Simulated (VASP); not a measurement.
# HfN (Fm-3m) in VASP: a series of runs

HfN is run at these levels: PBE+D3(BJ); tasks: single point, relaxation of cell and atoms.

Program: VASP 6.6.1. These are calculated values, not measurements. Logs are shortened: lines on timing, memory, paths and dates and some standing lists are left out, and cuts for length are marked.

**1. The cell of the first run**

It takes space group Fm-3m (No. 225, cubic). The conventional cell has a = 4.517 Å, b = 4.517 Å, c = 4.517 Å, α = 90.00°, β = 90.00°, γ = 90.00°. Hf (site symmetry m-3m) has 6 N at 2.26 Å within 3.0 Å. N (site symmetry m-3m) has 6 Hf at 2.26 Å within 3.0 Å.

**2. Single point, PBE+D3(BJ)**

Contents of INCAR:

```
  ALGO = Normal
  EDIFF = 1E-7
  ENCUT = 520
  GGA = PE
  ISIF = 2
  ISMEAR = 0
  IVDW = 12
  LASPH = True
  LCHARG = False
  LREAL = False
  LWAVE = False
  NBANDS = 14
  NELM = 60
  PREC = Accurate
  SIGMA = 0.1
```

Contents of KPOINTS:

```
k-points
0
Gamma
  16 16 16
```

Contents of POSCAR:

```
HfN
1.0
    0.0000000000      2.2584262517      2.2584262517
    2.2584262517      0.0000000000      2.2584262517
    2.2584262517      2.2584262517      0.0000000000
Hf N
1 1
Direct
    0.0000000000      0.0000000000      0.0000000000
    0.5000000000      0.5000000000      0.5000000000
```

Potentials or basis: VASP PAW PBE potentials, release 64 (Hf_pv, N).

Run with:

```console
cat potpaw_PBE.64/Hf_pv/POTCAR potpaw_PBE.64/N/POTCAR > POTCAR
mpirun -np 1 vasp_std > vasp.out
```

OUTCAR:

```text
EDIFF = 1E-7
   ENCUT = 520
   GGA = PE
   ISIF = 2
   ISMEAR = 0
   IVDW = 12
   LASPH = True
   LREAL = False
   NELM = 60
   PREC = Accurate
 IVDW          = 12

 ion  position               nearest neighbor table
   1  0.000  0.000  0.000-   2 2.26   2 2.26   2 2.26   2 2.26   2 2.26   2 2.26
   2  0.500  0.500  0.500-   1 2.26   1 2.26   1 2.26   1 2.26   1 2.26   1 2.26

  LATTYP: Found a face centered cubic cell.
 ALAT       =     4.5168525034

  Lattice vectors:

 A1 = (   0.0000000000,   2.2584262517,   2.2584262517)
 A2 = (   2.2584262517,   0.0000000000,   2.2584262517)
 A3 = (   2.2584262517,   2.2584262517,   0.0000000000)

Analysis of symmetry for initial positions (statically):
=====================================================================
 Subroutine PRICEL returns:
 Original cell was already a primitive cell.

 Routine SETGRP: Setting up the symmetry group for a
 face centered cubic supercell.

 Subroutine GETGRP returns: Found 48 space group operations
 (whereof 48 operations were pure point group operations)
 out of a pool of 48 trial point group operations.

The static configuration has the point symmetry O_h .

Analysis of symmetry for dynamics (positions and initial velocities):
=====================================================================
 Subroutine PRICEL returns:
 Original cell was already a primitive cell.

 Routine SETGRP: Setting up the symmetry group for a
 face centered cubic supercell.

 Subroutine GETGRP returns: Found 48 space group operations
 (whereof 48 operations were pure point group operations)
 out of a pool of 48 trial point group operations.

The dynamic configuration has the point symmetry O_h .

 Subroutine INISYM returns: Found 48 space group operations
 (whereof 48 operations are pure point group operations),
 and found     1 'primitive' translations

----------------------------------------------------------------------------------------

                                     Primitive cell

  volume of cell :      23.0382

  direct lattice vectors                    reciprocal lattice vectors
     0.000000000  2.258426252  2.258426252    -0.221393105  0.221393105  0.221393105
     2.258426252  0.000000000  2.258426252     0.221393105 -0.221393105  0.221393105
     2.258426252  2.258426252  0.000000000     0.221393105  0.221393105 -0.221393105

  length of vectors
     3.193897035  3.193897035  3.193897035     0.383464106  0.383464106  0.383464106

  position of ions in fractional coordinates (direct lattice)
     0.000000000  0.000000000  0.000000000
     0.500000000  0.500000000  0.500000000

  ion indices of the primitive-cell ions
   primitive index   ion index
                 1           1
                 2           2

----------------------------------------------------------------------------------------

 KPOINTS: k-points

Automatic generation of k-mesh.
 Grid dimensions read from file:
 generate k-points for:   16   16   16

 Generating k-lattice:

  Cartesian coordinates                     Fractional coordinates (reciprocal lattice)
    -0.013837069  0.013837069  0.013837069     0.062500000  0.000000000  0.000000000
     0.013837069 -0.013837069  0.013837069     0.000000000  0.062500000  0.000000000
     0.013837069  0.013837069 -0.013837069     0.000000000  0.000000000  0.062500000

  Length of vectors
     0.023966507  0.023966507  0.023966507

  Shift w.r.t. Gamma in fractional coordinates (k-lattice)
     0.000000000  0.000000000  0.000000000

 Subroutine IBZKPT returns following result:
 ===========================================

 Found    145 irreducible k-points:

 Following reciprocal coordinates:
            Coordinates               Weight
  0.000000  0.000000  0.000000      1.000000
  0.062500  0.000000  0.000000      8.000000
  0.125000  0.000000  0.000000      8.000000
  0.187500  0.000000  0.000000      8.000000
  0.250000  0.000000  0.000000      8.000000
  0.312500  0.000000  0.000000      8.000000
[... 16 lines left out ...]
 -0.125000  0.062500  0.000000     24.000000
 -0.062500  0.062500  0.000000     12.000000
 [... further k-points ...]
   k-points           NKPTS =    145   k-points in BZ     NKDIM =    145   number of bands    NBANDS=     14
   number of dos      NEDOS =    301   number of ions     NIONS =      2
   total plane-waves  NPLWV =  13824
   dimension x,y,z NGX =    24 NGY =   24 NGZ =   24
   dimension x,y,z NGXF=    48 NGYF=   48 NGZF=   48
   ions per type =               1   1
   NGX,Y,Z   is equivalent  to a cutoff of  12.49, 12.49, 12.49 a.u.
   NGXF,Y,Z  is equivalent  to a cutoff of  24.98, 24.98, 24.98 a.u.
 SYSTEM =  unknown system
   PREC   = accura    normal or accurate (medium, high low for compatibility)
   ISTART =      0    job   : 0-new  1-cont  2-samecut
   ICHARG =      2    charge: 1-file 2-atom 10-const
   ISPIN  =      1    spin polarized calculation?
   LNONCOLLINEAR =      F non collinear calculations
   LSORBIT =      F    spin-orbit coupling
   LASPH  =      T    aspherical Exc in radial PAW
   ENCUT  =  520.0 eV  38.22 Ry    6.18 a.u.   5.94  5.94  5.94*2*pi/ulx,y,z
   NELM   =     60;   NELMIN=  2; NELMDL= -5     # of ELM steps
   EDIFF  = 0.1E-06   stopping-criterion for ELM
   LREAL  =      F    real-space projection
   EDIFFG = 0.1E-05   stopping-criterion for IOM
   NSW    =      0    number of steps for IOM
   IBRION =     -1    ionic relax: 0-MD 1-quasi-New 2-CG
   NFREE  =      0    steps in history (QN), initial steepest desc. (CG)
   ISIF   =      2    stress and relaxation
   ISYM   =      2    0-nonsym 1-usesym 2-fastsym
   POTIM  = 0.5000    time-step for ionic-motion
   TEBEG  =    0.0;   TEEND  =   0.0 temperature during run
   PSTRESS=    0.0 pullay stress
   NELECT =      15.0000    total number of electrons
   NUPDOWN=      -1.0000    fix difference up-down
   EMIN   =  10.00;   EMAX   =-10.00  energy-range for DOS
   EFERMI =   0.00;   METHOD = LEGACY
   ISMEAR =     0;   SIGMA  =   0.10  broadening in eV -4-tet -1-fermi 0-gaus
   EFERMI_NEDOS =   21; number of points for ismear=-14 and -15
   IALGO  =     38    algorithm
   IMIX   =      4    mixing-type and parameters
     AMIX     =   0.40;   BMIX     =  1.00
     AMIX_MAG =   1.60;   BMIX_MAG =  1.00
  volume/ion in A,a.u.               =      11.52        77.73
  Fermi-wavevector in a.u.,A,eV,Ry     =   1.418914  2.681358 27.392831  2.013316
  Thomas-Fermi vector in A             =   2.539989
   LORBIT       =      0    0 simple, 1 ext, 2 COOP (PROOUT), +10 PAW based schemes
   GGA     = PE    functional components
   LHFCALC =     F    Hartree Fock is set to
   AEXX    =    0.0000 exact exchange contribution
   IVDW    =    12    specifies the selected vdW correction
   LEPSILON=     F    determine dielectric tensor
   LRPA    =     F    only Hartree local field effects (RPA)
 non-spin polarized calculation
 Gauss-broadening in eV      SIGMA  =   0.10
  energy-cutoff  :      520.00
  volume of cell :       23.04
 maximum number of plane-waves:       636
   NGX = 11   NGY = 11   NGZ = 11

 number of electron      15.0000000 magnetization

 Free energy of the ion-electron system (eV)
  ---------------------------------------------------
  ext. energy  EPLUGINS =         0.00000000
  ---------------------------------------------------
  free energy    TOTEN  =       -21.75723599 eV

  energy without entropy =      -21.75430528  energy(sigma->0) =      -21.75577064

 E-fermi :   8.3933     XC(G=0): -12.7365

 val. band max:        8.3931611581   @ k =  -0.1250   0.0625   0.0000
 cond. band min:       8.3977639802   @ k =   0.3750   0.1250   0.0000
 fundamental gap:      0.0046028221
 Fermi energy:         8.3932775480

 k-point     1 :       0.0000    0.0000    0.0000
  band No.  band energies     occupation
      1     -22.7585      2.00000
      2     -22.7585      2.00000
      3     -22.7585      2.00000
      4      -9.1229      2.00000
      5       5.3629      2.00000
      6       5.3629      2.00000
      7       5.3629      2.00000
      8       8.0450      2.00000
      9       8.0450      2.00000
     10       8.0450      2.00000
     11      10.1957      0.00000
     12      10.3625      0.00000
     13      10.3625      0.00000
     14      17.9583      0.00000

 k-point     2 :       0.0625    0.0000    0.0000
  band No.  band energies     occupation
      1     -22.7989      2.00000
      2     -22.7619      2.00000
      3     -22.7619      2.00000
      4      -9.0323      2.00000
      5       4.9567      2.00000
      6       5.1279      2.00000
      7       5.1279      2.00000
      8       8.1566      1.99918
      9       8.1799      1.99745
     10       8.1799      1.99745
     11      10.4885      0.00000
     12      10.6673      0.00000
     13      10.6673      0.00000
     14      18.2664      0.00000

 k-point     3 :       0.1250    0.0000    0.0000
  band No.  band energies     occupation
      1     -22.9119      2.00000
      2     -22.7714      2.00000
      3     -22.7714      2.00000
      4      -8.7720      2.00000
      5       4.0458      2.00000
      6       4.5825      2.00000
      7       4.5825      2.00000
      8       8.3490      1.46868
      9       8.5350      0.04499
     10       8.5350      0.04499
     11      11.2326      0.00000
     12      11.4611      0.00000
     13      11.4611      0.00000
     14      19.1224      0.00000
[... 324 lines left out ...]
 k-point    23 :      -0.1250    0.0625    0.0000
  band No.  band energies     occupation
      1     -22.9774      2.00000
      2     -22.8057      2.00000
      3     -22.7662      2.00000
      4      -8.5870      2.00000
      5       3.4507      2.00000
      6       4.1141      2.00000
      7       4.5533      2.00000
      8       8.3932      1.00131
      9       8.5095      0.10029
     10       9.2306      0.00000
     11      10.8973      0.00000
     12      12.1762      0.00000
     13      12.4215      0.00000
     14      19.7244      0.00000

 k-point    24 :      -0.0625    0.0625    0.0000
  band No.  band energies     occupation
      1     -22.8548      2.00000
      2     -22.7826      2.00000
      3     -22.7604      2.00000
      4      -8.8872      2.00000
      5       4.3454      2.00000
      6       4.7002      2.00000
      7       5.0138      2.00000
      8       8.2077      1.99131
      9       8.2193      1.98615
     10       8.6585      0.00018
     11      10.4518      0.00000
     12      11.2430      0.00000
     13      11.3976      0.00000
     14      18.7549      0.00000

 [... further k-points ...]

------------------------ aborting loop because EDIFF is reached ----------------------------------------

 Edisp (eV)   -0.77300

 E8    (eV) :    -0.3626

  FORCE on cell =-STRESS in cart. coord.  units (eV):
  Direction    XX          YY          ZZ          XY          YZ          ZX
  --------------------------------------------------------------------------------------
  -------------------------------------------------------------------------------------
  Total      -0.34512    -0.34512    -0.34512     0.00000     0.00000     0.00000
  in kB     -24.00137   -24.00137   -24.00137     0.00000     0.00000     0.00000
  external pressure =      -24.00 kB  Pullay stress =        0.00 kB

 VOLUME and BASIS-vectors are now :
 -----------------------------------------------------------------------------
  energy-cutoff  :      520.00
  volume of cell :       23.04
      direct lattice vectors                 reciprocal lattice vectors
     0.000000000  2.258426252  2.258426252    -0.221393105  0.221393105  0.221393105
     2.258426252  0.000000000  2.258426252     0.221393105 -0.221393105  0.221393105
     2.258426252  2.258426252  0.000000000     0.221393105  0.221393105 -0.221393105

 POSITION                                       TOTAL-FORCE (eV/Angst)
 -----------------------------------------------------------------------------------
      0.00000      0.00000      0.00000         0.000000     -0.000000      0.000000
      2.25843      2.25843      2.25843        -0.000000      0.000000     -0.000000
 -----------------------------------------------------------------------------------
    total drift:                                0.000000     -0.000000     -0.000000

  FREE ENERGIE OF THE ION-ELECTRON SYSTEM (eV)
  ---------------------------------------------------
  free  energy   TOTEN  =       -22.5302360042 eV

  energy  without entropy=      -22.5273052904  energy(sigma->0) =      -22.52877065
```

Run time: 88 s. Hardware: 1 thread of AMD EPYC 7R13, shared host; peak memory 0.16 GiB.

What came out:

- Free energy: -22.5302 eV
- Pressure: -2.4 GPa
- Dispersion energy per atom: -0.387 eV

Levels at points of the mesh, in eV from the Fermi level:
| k point | band 5 | band 6 | band 7 | band 8 | band 9 | band 10 | band 11 | band 12 |
| --- | --- | --- | --- | --- | --- | --- | --- | --- |
| (0.00, 0.00, 0.00) | -3.03 | -3.03 | -3.03 | -0.35 | -0.35 | -0.35 | 1.80 | 1.97 |
| (0.50, 0.00, 0.00) | -8.89 | -6.19 | -6.19 | 3.28 | 3.71 | 3.71 | 4.43 | 8.84 |
| (0.50, 0.50, 0.00) | -5.42 | -3.81 | -3.70 | -3.70 | 4.10 | 5.53 | 5.53 | 5.60 |

Caveat: spin-orbit coupling is left out, which moves the levels of the heavy elements; pairwise dispersion overbinds metals, which lowers pressure and volume.

**3. Relaxation of cell and atoms, PBE+D3(BJ)**

This run uses another cell than the first one, of 11.76 Å³/atom, 1.021 times its volume.

Contents of INCAR:

```
SYSTEM = HfN
PREC = Accurate
ENCUT = 600
EDIFF = 1E-7
ISMEAR = 0
SIGMA = 0.1
LREAL = .False.
LASPH = .True.
NELM = 60
ALGO = Normal
ISIF = 3
LWAVE = .False.
LCHARG = .False.
GGA = PE
IVDW = 12
IBRION = 2
NSW = 70
EDIFFG = -0.005
```

Contents of KPOINTS:

```
regular mesh
0
Gamma
  16 16 16
  0 0 0
```

Contents of POSCAR:

```
HfN
1.0
    0.0000000000      2.2738954841      2.2738954841
    2.2738954841      0.0000000000      2.2738954841
    2.2738954841      2.2738954841      0.0000000000
Hf N
1 1
Direct
    0.0000000000      0.0000000000      0.0000000000
    0.5000000000      0.5000000000      0.5000000000
```

Potentials or basis: VASP PAW PBE potentials, release 64 (Hf_pv, N).

Run with:

```console
cat potpaw_PBE.64/Hf_pv/POTCAR potpaw_PBE.64/N/POTCAR > POTCAR
mpirun -np 1 vasp_std > vasp.out
```

OUTCAR:

```text
SYSTEM = HfN
   PREC = Accurate
   ENCUT = 600
   EDIFF = 1E-7
   ISMEAR = 0
   LREAL = .False.
   LASPH = .True.
   NELM = 60
   ISIF = 3
   GGA = PE
   IVDW = 12
   IBRION = 2
   NSW = 70
   EDIFFG = -0.005
 IVDW          = 12

 ion  position               nearest neighbor table
   1  0.000  0.000  0.000-   2 2.27   2 2.27   2 2.27   2 2.27   2 2.27   2 2.27
   2  0.500  0.500  0.500-   1 2.27   1 2.27   1 2.27   1 2.27   1 2.27   1 2.27

  LATTYP: Found a face centered cubic cell.
 ALAT       =     4.5477909682

  Lattice vectors:

 A1 = (   0.0000000000,   2.2738954841,   2.2738954841)
 A2 = (   2.2738954841,   0.0000000000,   2.2738954841)
 A3 = (   2.2738954841,   2.2738954841,   0.0000000000)

Analysis of symmetry for initial positions (statically):
=====================================================================
 Subroutine PRICEL returns:
 Original cell was already a primitive cell.

 Routine SETGRP: Setting up the symmetry group for a
 face centered cubic supercell.

 Subroutine GETGRP returns: Found 48 space group operations
 (whereof 48 operations were pure point group operations)
 out of a pool of 48 trial point group operations.

The static configuration has the point symmetry O_h .

Analysis of symmetry for dynamics (positions and initial velocities):
=====================================================================
 Subroutine PRICEL returns:
 Original cell was already a primitive cell.

[... 153 lines left out ...]
  ext. energy  EPLUGINS =         0.00000000
  ---------------------------------------------------
  free energy    TOTEN  =       -21.76070457 eV

  energy without entropy =      -21.75774305  energy(sigma->0) =      -21.75922381

------------------------ aborting loop because EDIFF is reached ----------------------------------------

 Edisp (eV)   -0.75658

 E8    (eV) :    -0.3548
[... 111 lines left out ...]
--------------------------------------- Ionic step        4  -------------------------------------------

 number of electron      15.0000002 magnetization

 Free energy of the ion-electron system (eV)
  ---------------------------------------------------
  ext. energy  EPLUGINS =         0.00000000
  ---------------------------------------------------
  free energy    TOTEN  =       -21.75408205 eV

  energy without entropy =      -21.75116373  energy(sigma->0) =      -21.75262289

 E-fermi :   8.4757     XC(G=0): -12.7847

 val. band max:        8.4572863385   @ k =  -0.4375   0.3125   0.1250
 cond. band min:       8.4757229494   @ k =  -0.1250   0.0625   0.0000
 fundamental gap:      0.0184366109
 Fermi energy:         8.4756506797

 k-point     1 :       0.0000    0.0000    0.0000
  band No.  band energies     occupation
      1     -22.6399      2.00000
      2     -22.6399      2.00000
      3     -22.6399      2.00000
      4      -9.0961      2.00000
      5       5.4340      2.00000
      6       5.4340      2.00000
      7       5.4340      2.00000
      8       8.1219      2.00000
      9       8.1219      2.00000
     10       8.1219      2.00000
     11      10.3658      0.00000
[... 309 lines left out ...]
 k-point    24 :      -0.0625    0.0625    0.0000
  band No.  band energies     occupation
      1     -22.7398      2.00000
      2     -22.6648      2.00000
      3     -22.6418      2.00000
      4      -8.8556      2.00000
      5       4.4110      2.00000
      6       4.7621      2.00000
      7       5.0807      2.00000
      8       8.2869      1.99238
      9       8.2980      1.98803
     10       8.7441      0.00015
     11      10.5844      0.00000

 [... further k-points ...]

------------------------ aborting loop because EDIFF is reached ----------------------------------------

 Edisp (eV)   -0.78044

 E8    (eV) :    -0.3662
[... 25 lines left out ...]
  FREE ENERGIE OF THE ION-ELECTRON SYSTEM (eV)
  ---------------------------------------------------
  free  energy   TOTEN  =       -22.5345203750 eV

  energy  without entropy=      -22.5316020584  energy(sigma->0) =      -22.53306122

 reached required accuracy - stopping structural energy minimisation
```

Wall time 4.1 min (1 thread of AMD EPYC 7R13, shared host); peak memory 0.19 GiB.

Results:

```
Free energy                            : -22.5345 eV
Relaxed volume                         : 11.41 Å³/atom
Relaxed cell                           : a = 3.184 Å, b = 3.184 Å, c = 3.184 Å, α = 60.00°, β = 60.00°, γ = 60.00°
Space group after relaxing (to 0.05 Å) : Fm-3m (No. 225)
Energy gained by relaxing              : 8.6 meV/atom
Ionic steps                            : 4
Pressure after relaxing                : 0.0 GPa
Dispersion energy per atom             : -0.390 eV
```

The path:
```csv
step,energy change (eV),largest force (eV/Å),pressure (GPa),volume (Å³)
1,0.0000,0.0000,-7.85,23.51
2,0.0466,0.0000,17.59,21.61
3,-0.0172,0.0000,-0.14,22.84
4,-0.0172,0.0000,0.04,22.83
```

Final structure:
```yaml
crystal:
  lattice:
    - [0.00000, 2.25155, 2.25155]
    - [2.25155, 0.00000, 2.25155]
    - [2.25155, 2.25155, 0.00000]
  atoms:
    - { symbol: Hf, position: [0.00000, 0.00000, 0.00000] }
    - { symbol: N, position: [0.50000, 0.50000, 0.50000] }
```

Levels at points of the mesh, in eV from the Fermi level:
```tsv
k point	band 5	band 6	band 7	band 8	band 9	band 10	band 11
(0.00, 0.00, 0.00)	-3.04	-3.04	-3.04	-0.35	-0.35	-0.35	1.89
(0.50, 0.00, 0.00)	-8.95	-6.24	-6.24	3.32	3.75	3.75	4.48
(0.50, 0.50, 0.00)	-5.41	-3.86	-3.70	-3.70	4.15	5.60	5.60
```

Caveat: spin-orbit coupling is left out, which moves the levels of the heavy elements; pairwise dispersion overbinds metals, which lowers pressure and volume.
